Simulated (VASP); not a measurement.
# Ag (Fm-3m) in VASP: notebook

The runs below take Ag through single point, relaxation of cell and atoms, with r2SCAN.

Program: VASP 6.6.1. These are calculated values, not measurements. Logs are shortened: lines on timing, memory, paths and dates and some standing lists are left out, and cuts for length are marked.

## (1) The cell of the first run

Symmetry: Fm-3m, No. 225, cubic system. The conventional cell has a = 4.105 Å, b = 4.105 Å, c = 4.105 Å, α = 90.00°, β = 90.00°, γ = 90.00°. Ag (site symmetry m-3m) has 12 Ag at 2.90 Å within 3.8 Å.

## (2) Single point, r2SCAN

The input, POSCAR:

```
Ag
1.0
    0.0000000000      2.0524154032      2.0524154032
    2.0524154032      0.0000000000      2.0524154032
    2.0524154032      2.0524154032      0.0000000000
Ag
1
Direct
    0.0000000000      0.0000000000      0.0000000000
```

The input, INCAR.step1:

```
SYSTEM = Ag
  PREC = Accurate
  ENCUT = 520
  ISMEAR = -1
  SIGMA = 0.1
  LREAL = .False.
  LASPH = .True.
  NELM = 100
  NBANDS = 12
  GGA = PE
  ALGO = Normal
  EDIFF = 1E-4
  LWAVE = .True.
  LCHARG = .False.
```

The input, INCAR.step2:

```
SYSTEM = Ag
  PREC = Accurate
  ENCUT = 520
  EDIFF = 1E-6
  ISMEAR = -1
  SIGMA = 0.1
  LREAL = .False.
  LASPH = .True.
  NELM = 100
  ALGO = Normal
  ISIF = 2
  LWAVE = .False.
  LCHARG = .True.
  METAGGA = R2SCAN
  LMIXTAU = .True.
  LELF = .True.
  LVHAR = .True.
  NBANDS = 12
  ISTART = 1
```

The input, KPOINTS:

```
Automatic mesh
0
Gamma
  18 18 18
  0 0 0
```

Potentials or basis: VASP PAW PBE potentials, release 64 (Ag).

The run is started by

```
$ cat potpaw_PBE.64/Ag/POTCAR > POTCAR
$ cp INCAR.step1 INCAR
$ mpirun -np 1 vasp_std > vasp.out
$ cp INCAR.step2 INCAR
$ mpirun -np 1 vasp_std > vasp.out
```

OUTCAR:

```text
SYSTEM = Ag
   PREC = Accurate
   ENCUT = 520
   EDIFF = 1E-6
   ISMEAR = -1
   LREAL = .False.
   LASPH = .True.
   NELM = 100
   ISIF = 2
   METAGGA = R2SCAN
   ISTART = 1

 ion  position               nearest neighbor table
   1  0.000  0.000  0.000-

  LATTYP: Found a face centered cubic cell.
 ALAT       =     4.1048308064

  Lattice vectors:

 A1 = (   0.0000000000,   2.0524154032,   2.0524154032)
 A2 = (   2.0524154032,   0.0000000000,   2.0524154032)
 A3 = (   2.0524154032,   2.0524154032,   0.0000000000)

Analysis of symmetry for initial positions (statically):
=====================================================================
 Subroutine PRICEL returns:
 Original cell was already a primitive cell.

 Routine SETGRP: Setting up the symmetry group for a
 face centered cubic supercell.

 Subroutine GETGRP returns: Found 48 space group operations
 (whereof 48 operations were pure point group operations)
 out of a pool of 48 trial point group operations.

The static configuration has the point symmetry O_h .

Analysis of symmetry for dynamics (positions and initial velocities):
=====================================================================
 Subroutine PRICEL returns:
 Original cell was already a primitive cell.

 Routine SETGRP: Setting up the symmetry group for a
 face centered cubic supercell.

 Subroutine GETGRP returns: Found 48 space group operations
 (whereof 48 operations were pure point group operations)
 out of a pool of 48 trial point group operations.

The dynamic configuration has the point symmetry O_h .

 Subroutine INISYM returns: Found 48 space group operations
 (whereof 48 operations are pure point group operations),
 and found     1 'primitive' translations

----------------------------------------------------------------------------------------

                                     Primitive cell

  volume of cell :      17.2912

  direct lattice vectors                    reciprocal lattice vectors
     0.000000000  2.052415403  2.052415403    -0.243615400  0.243615400  0.243615400
     2.052415403  0.000000000  2.052415403     0.243615400 -0.243615400  0.243615400
     2.052415403  2.052415403  0.000000000     0.243615400  0.243615400 -0.243615400

  length of vectors
     2.902553699  2.902553699  2.902553699     0.421954251  0.421954251  0.421954251

  position of ions in fractional coordinates (direct lattice)
     0.000000000  0.000000000  0.000000000

  ion indices of the primitive-cell ions
   primitive index   ion index
                 1           1

----------------------------------------------------------------------------------------

 KPOINTS: Automatic mesh

Automatic generation of k-mesh.
 Grid dimensions read from file:
 generate k-points for:   18   18   18

 Generating k-lattice:

  Cartesian coordinates                     Fractional coordinates (reciprocal lattice)
    -0.013534189  0.013534189  0.013534189     0.055555556  0.000000000  0.000000000
     0.013534189 -0.013534189  0.013534189     0.000000000  0.055555556  0.000000000
     0.013534189  0.013534189 -0.013534189     0.000000000  0.000000000  0.055555556

  Length of vectors
     0.023441903  0.023441903  0.023441903

  Shift w.r.t. Gamma in fractional coordinates (k-lattice)
     0.000000000  0.000000000  0.000000000

 Subroutine IBZKPT returns following result:
 ===========================================

 Found    195 irreducible k-points:

 Following reciprocal coordinates:
            Coordinates               Weight
  0.000000  0.000000  0.000000      1.000000
  0.055556  0.000000  0.000000      8.000000
  0.111111  0.000000  0.000000      8.000000
  0.166667  0.000000  0.000000      8.000000
  0.222222  0.000000  0.000000      8.000000
  0.277778  0.000000  0.000000      8.000000
[... 16 lines left out ...]
 -0.277778  0.055556  0.000000     24.000000
 -0.222222  0.055556  0.000000     24.000000
 [... further k-points ...]
   k-points           NKPTS =    195   k-points in BZ     NKDIM =    195   number of bands    NBANDS=     12
   number of dos      NEDOS =    301   number of ions     NIONS =      1
   total plane-waves  NPLWV =  13824
   dimension x,y,z NGX =    24 NGY =   24 NGZ =   24
   dimension x,y,z NGXF=    48 NGYF=   48 NGZF=   48
   ions per type =               1
   NGX,Y,Z   is equivalent  to a cutoff of  13.75, 13.75, 13.75 a.u.
   NGXF,Y,Z  is equivalent  to a cutoff of  27.49, 27.49, 27.49 a.u.
 SYSTEM =  Ag
   PREC   = accura    normal or accurate (medium, high low for compatibility)
   ISTART =      1    job   : 0-new  1-cont  2-samecut
   ICHARG =      0    charge: 1-file 2-atom 10-const
   ISPIN  =      1    spin polarized calculation?
   LNONCOLLINEAR =      F non collinear calculations
   LSORBIT =      F    spin-orbit coupling
   LASPH  =      T    aspherical Exc in radial PAW
   ENCUT  =  520.0 eV  38.22 Ry    6.18 a.u.   5.40  5.40  5.40*2*pi/ulx,y,z
   NELM   =    100;   NELMIN=  2; NELMDL=  0     # of ELM steps
   EDIFF  = 0.1E-05   stopping-criterion for ELM
   LREAL  =      F    real-space projection
   EDIFFG = 0.1E-04   stopping-criterion for IOM
   NSW    =      0    number of steps for IOM
   IBRION =     -1    ionic relax: 0-MD 1-quasi-New 2-CG
   NFREE  =      0    steps in history (QN), initial steepest desc. (CG)
   ISIF   =      2    stress and relaxation
   ISYM   =      2    0-nonsym 1-usesym 2-fastsym
   POTIM  = 0.5000    time-step for ionic-motion
   TEBEG  =    0.0;   TEEND  =   0.0 temperature during run
   PSTRESS=    0.0 pullay stress
   NELECT =      11.0000    total number of electrons
   NUPDOWN=      -1.0000    fix difference up-down
   EMIN   =  10.00;   EMAX   =-10.00  energy-range for DOS
   EFERMI =   0.00;   METHOD = LEGACY
   ISMEAR =    -1;   SIGMA  =   0.10  broadening in eV -4-tet -1-fermi 0-gaus
   EFERMI_NEDOS =   21; number of points for ismear=-14 and -15
   IALGO  =     38    algorithm
   IMIX   =      4    mixing-type and parameters
     AMIX     =   0.40;   BMIX     =  1.00
     AMIX_MAG =   1.60;   BMIX_MAG =  1.00
  volume/ion in A,a.u.               =      17.29       116.69
  Fermi-wavevector in a.u.,A,eV,Ry     =   1.407982  2.660700 26.972374  1.982414
  Thomas-Fermi vector in A             =   2.530186
   LORBIT       =      0    0 simple, 1 ext, 2 COOP (PROOUT), +10 PAW based schemes
   METAGGA = R2SCAN    functional components
   LHFCALC =     F    Hartree Fock is set to
   AEXX    =    0.0000 exact exchange contribution
   IVDW    =     0    specifies the selected vdW correction
   LEPSILON=     F    determine dielectric tensor
   LRPA    =     F    only Hartree local field effects (RPA)
 non-spin polarized calculation
  energy-cutoff  :      520.00
  volume of cell :       17.29
 maximum number of plane-waves:       485
 NGX is ok and might be reduce to    24
   NGX = 11   NGY = 11   NGZ = 11

 number of electron      10.9999999 magnetization

 Free energy of the ion-electron system (eV)
  ---------------------------------------------------
  ext. energy  EPLUGINS =         0.00000000
  ---------------------------------------------------
  free energy    TOTEN  =       -21.36368269 eV

  energy without entropy =      -21.35655965  energy(sigma->0) =      -21.36012117

 E-fermi :   8.2353     XC(G=0): -12.8712

 val. band max:        8.1739223470   @ k =   0.5000   0.1667   0.0556
 cond. band min:       8.3280223883   @ k =   0.5000   0.3333   0.1111
 fundamental gap:      0.1541000413
 Fermi energy:         8.2352780378

 k-point     1 :       0.0000    0.0000    0.0000
  band No.  band energies     occupation
      1       0.3861      2.00000
      2       3.1511      2.00000
      3       3.1511      2.00000
      4       3.1511      2.00000
      5       4.1700      2.00000
      6       4.1700      2.00000
      7      24.8576      0.00000
      8      28.4986      0.00000
      9      28.4986      0.00000
     10      28.4986      0.00000
     11      33.4235      0.00000
     12      34.3830      0.00000

 k-point     2 :       0.0556    0.0000    0.0000
  band No.  band energies     occupation
      1       0.4850      2.00000
      2       3.1290      2.00000
      3       3.1781      2.00000
      4       3.1781      2.00000
      5       4.1597      2.00000
      6       4.1597      2.00000
      7      24.8686      0.00000
      8      27.6193      0.00000
      9      28.5302      0.00000
     10      28.5302      0.00000
     11      33.4776      0.00000
     12      34.2900      0.00000

 k-point     3 :       0.1111    0.0000    0.0000
  band No.  band energies     occupation
      1       0.7695      2.00000
      2       3.0796      2.00000
      3       3.2483      2.00000
      4       3.2483      2.00000
      5       4.1398      2.00000
      6       4.1398      2.00000
      7      24.5563      0.00000
      8      26.1941      0.00000
      9      28.6031      0.00000
     10      28.6031      0.00000
     11      32.6310      0.00000
     12      33.9455      0.00000

 k-point     4 :       0.1667    0.0000    0.0000
  band No.  band energies     occupation
      1       1.1877      2.00000
      2       3.0664      2.00000
      3       3.3259      2.00000
      4       3.3259      2.00000
      5       4.1452      2.00000
      6       4.1452      2.00000
      7      22.9461      0.00000
      8      25.7695      0.00000
      9      28.6494      0.00000
     10      28.6494      0.00000
     11      31.9000      0.00000
     12      33.3054      0.00000

 k-point     5 :       0.2222    0.0000    0.0000
  band No.  band energies     occupation
      1       1.5886      2.00000
      2       3.2553      2.00000
      3       3.3580      2.00000
      4       3.3580      2.00000
      5       4.2251      2.00000
      6       4.2251      2.00000
      7      20.7917      0.00000
      8      25.6049      0.00000
      9      28.5603      0.00000
     10      28.5603      0.00000
     11      31.7172      0.00000
     12      32.5747      0.00000
[... 228 lines left out ...]
      1       1.7135      2.00000
      2       3.1487      2.00000
      3       3.2055      2.00000
      4       4.6892      2.00000
      5       4.7582      2.00000
      6       6.7633      2.00000
      7      13.8216      0.00000
      8      24.1487      0.00000
      9      26.0289      0.00000
     10      27.3573      0.00000
     11      31.6841      0.00000
     12      32.0368      0.00000

 k-point    22 :      -0.3333    0.0556    0.0000
  band No.  band energies     occupation
      1       1.7874      2.00000
      2       3.2166      2.00000
      3       3.2670      2.00000
      4       4.4192      2.00000
      5       4.5487      2.00000
      6       5.6341      2.00000
      7      15.7745      0.00000
      8      24.3984      0.00000
      9      26.3676      0.00000
     10      28.2846      0.00000
     11      31.4967      0.00000
     12      31.7429      0.00000

 k-point    23 :      -0.2778    0.0556    0.0000
  band No.  band energies     occupation
      1       1.8395      2.00000
      2       3.2821      2.00000
      3       3.3404      2.00000
      4       3.8991      2.00000
      5       4.3201      2.00000
      6       4.8811      2.00000
      7      17.9058      0.00000
      8      24.7112      0.00000
      9      26.8929      0.00000
     10      29.3421      0.00000
     11      31.1932      0.00000
     12      31.3520      0.00000

 k-point    24 :      -0.2222    0.0556    0.0000
  band No.  band energies     occupation
      1       1.7547      2.00000
      2       3.2101      2.00000
      3       3.3929      2.00000
      4       3.4451      2.00000
      5       4.1281      2.00000
      6       4.5079      2.00000
      7      20.1186      0.00000
      8      25.0164      0.00000
      9      27.4456      0.00000
     10      30.0264      0.00000
     11      30.7070      0.00000
     12      31.6801      0.00000

 [... further k-points ...]

------------------------ aborting loop because EDIFF is reached ----------------------------------------

  FORCE on cell =-STRESS in cart. coord.  units (eV):
  Direction    XX          YY          ZZ          XY          YZ          ZX
  --------------------------------------------------------------------------------------
  -------------------------------------------------------------------------------------
  Total        0.0114377      0.0114377      0.0114377      0.0000000      0.0000000      0.0000000
  in kB        1.0598030      1.0598030      1.0598030      0.0000000      0.0000000      0.0000000
  external PRESSURE =       1.0598030 kB  Pullay stress =       0.0000000 kB

 VOLUME and BASIS-vectors are now :
 -----------------------------------------------------------------------------
  energy-cutoff  :      520.00
  volume of cell :       17.29
      direct lattice vectors                 reciprocal lattice vectors
     0.000000000  2.052415403  2.052415403    -0.243615400  0.243615400  0.243615400
     2.052415403  0.000000000  2.052415403     0.243615400 -0.243615400  0.243615400
     2.052415403  2.052415403  0.000000000     0.243615400  0.243615400 -0.243615400

 POSITION                                       TOTAL-FORCE (eV/Angst)
 -----------------------------------------------------------------------------------
      0.00000      0.00000      0.00000        -0.000000     -0.000000     -0.000000
 -----------------------------------------------------------------------------------
    total drift:                               -0.000000     -0.000000     -0.000000

  FREE ENERGIE OF THE ION-ELECTRON SYSTEM (eV)
  ---------------------------------------------------
  free  energy   TOTEN  =       -21.3636826875 eV

  energy  without entropy=      -21.3565596512  energy(sigma->0) =      -21.36012117
```

Wall time 4.5 min (1 thread of AMD EPYC 7R13, shared host); peak memory 0.14 GiB.

Results:

| Property | Result |
| --- | --- |
| Free energy | -21.3637 eV |
| Pressure | 0.1 GPa |

Caveat: the PAW data sets were made with another functional, which shifts forces and pressure a little.

## (3) Single point, r2SCAN

POSCAR is that of step 2.

The input, INCAR.step1:

```
ALGO     = Normal         # electronic algorithm
EDIFF    = 1E-4           # SCF threshold, eV
ENCUT    = 520            # plane-wave cutoff, eV
GGA      = PE             # functional
ISMEAR   = -1             # smearing method
LASPH    = True           # aspherical terms in the spheres
LCHARG   = False          # write CHGCAR
LREAL    = False          # projectors in reciprocal space
LWAVE    = True           # write WAVECAR
NBANDS   = 12             # bands
NELM     = 80             # most SCF steps
PREC     = Accurate       # precision mode
SIGMA    = 0.1            # smearing width, eV
```

The input, INCAR.step2:

```
ALGO     = Normal         # electronic algorithm
EDIFF    = 1E-6           # SCF threshold, eV
ENCUT    = 520            # plane-wave cutoff, eV
ISIF     = 2              # what is computed and relaxed
ISMEAR   = -1             # smearing method
ISTART   = 1            
LASPH    = True           # aspherical terms in the spheres
LCHARG   = True           # write CHGCAR
LELF     = True           # ELF
LMIXTAU  = True         
LREAL    = False          # projectors in reciprocal space
LVHAR    = True         
LWAVE    = False          # write WAVECAR
METAGGA  = R2SCAN         # meta-GGA
NBANDS   = 12             # bands
NELM     = 80             # most SCF steps
PREC     = Accurate       # precision mode
SIGMA    = 0.1            # smearing width, eV
```

The input, KPOINTS:

```
k-points
0
Gamma
  18 18 18
```

Potentials or basis: VASP PAW PBE potentials, release 64 (Ag).

The run is started by

```
$ cat potpaw_PBE.64/Ag/POTCAR > POTCAR
$ cp INCAR.step1 INCAR
$ mpirun -np 1 vasp_std > vasp.out
$ cp INCAR.step2 INCAR
$ mpirun -np 1 vasp_std > vasp.out
```

Run time: 5.2 min. Hardware: 1 thread of AMD EPYC 7R13, shared host; peak memory 0.14 GiB.

Results (log left out):

```
Free energy : -21.3637 eV
Pressure    : 0.1 GPa
```

Levels at points of the mesh, in eV from the Fermi level:
```tsv
k point	band 3	band 4	band 5	band 6	band 7	band 8	band 9	band 10
(0.00, 0.00, 0.00)	-5.08	-5.08	-4.07	-4.07	16.62	20.26	20.26	20.26
(0.50, 0.00, 0.00)	-5.11	-3.27	-3.27	-0.29	3.63	15.86	18.46	18.46
(0.50, 0.50, 0.00)	-3.31	-3.06	-3.06	1.74	6.87	11.07	11.07	17.51
```

Caveat: the PAW data sets were made with another functional, which shifts forces and pressure a little.

## (4) Relaxation of cell and atoms, r2SCAN

This run uses another cell than the first one, of 17.05 Å³/atom, 0.986 times its volume.

The input, POSCAR:

```
Ag
1.0
    0.0000000000      2.0428264039      2.0428264039
    2.0428264039      0.0000000000      2.0428264039
    2.0428264039      2.0428264039      0.0000000000
Ag
1
Direct
    0.0000000000      0.0000000000      0.0000000000
```

The input, INCAR.step1:

```
SYSTEM = Ag
  PREC = Accurate
  ENCUT = 600
  ISMEAR = -1
  SIGMA = 0.1
  LREAL = .False.
  LASPH = .True.
  NELM = 60
  GGA = PE
  ALGO = Normal
  EDIFF = 1E-4
  LWAVE = .True.
  LCHARG = .False.
```

The input, INCAR.step2:

```
SYSTEM = Ag
  PREC = Accurate
  ENCUT = 600
  EDIFF = 1E-7
  ISMEAR = -1
  SIGMA = 0.1
  LREAL = .False.
  LASPH = .True.
  NELM = 60
  ALGO = Normal
  ISIF = 3
  LWAVE = .False.
  LCHARG = .False.
  METAGGA = R2SCAN
  LMIXTAU = .True.
  IBRION = 2
  NSW = 60
  EDIFFG = -0.005
  ISTART = 1
```

The input, KPOINTS:

```
Automatic mesh
0
Gamma
  18 18 18
  0 0 0
```

The run is started by

```
$ cat potpaw_PBE.64/Ag/POTCAR > POTCAR
$ cp INCAR.step1 INCAR
$ mpirun -np 1 vasp_std > vasp.out
$ cp INCAR.step2 INCAR
$ mpirun -np 1 vasp_std > vasp.out
```

Run time: 11 min. Hardware: 1 thread of AMD EPYC 7R13, shared host; peak memory 0.16 GiB.

The run converged. Its results:

| Property | Result |
| --- | --- |
| Free energy | -21.3631 eV |
| Relaxed volume | 17.31 Å³/atom |
| Relaxed cell | a = 2.903 Å, b = 2.903 Å, c = 2.903 Å, α = 60.00°, β = 60.00°, γ = 60.00° |
| Space group after relaxing (to 0.05 Å) | Fm-3m (No. 225) |
| Energy gained by relaxing | 1.3 meV/atom |
| Ionic steps | 3 |
| Pressure after relaxing | 0.0 GPa |

The path:
```csv
step,energy change (eV),largest force (eV/Å),pressure (GPa),volume (Å³)
1,0.0000,0.0000,1.64,17.05
2,-0.0007,0.0000,-1.03,17.48
3,-0.0013,0.0000,0.05,17.31
```

Final structure:
```cif
data_structure
_symmetry_space_group_name_H-M 'P 1'
_symmetry_Int_Tables_number 1
_cell_length_a 2.9034
_cell_length_b 2.9034
_cell_length_c 2.9034
_cell_angle_alpha 60.000
_cell_angle_beta 60.000
_cell_angle_gamma 60.000
_cell_volume 17.31
loop_
_atom_site_label
_atom_site_type_symbol
_atom_site_fract_x
_atom_site_fract_y
_atom_site_fract_z
_atom_site_occupancy
Ag1 Ag 0.00000 0.00000 0.00000 1
```

Levels at points of the mesh, in eV from the Fermi level:
```tsv
k point	band 2	band 3	band 4	band 5	band 6	band 7	band 8	band 9
(0.00, 0.00, 0.00)	-5.08	-5.08	-5.08	-4.06	-4.06	16.62	20.26	20.26
(0.50, 0.00, 0.00)	-5.11	-5.11	-3.27	-3.27	-0.29	3.63	15.86	18.46
(0.50, 0.50, 0.00)	-6.58	-3.31	-3.06	-3.06	1.75	6.86	11.06	11.06
```

Caveat: the PAW data sets were made with another functional, which shifts forces and pressure a little.
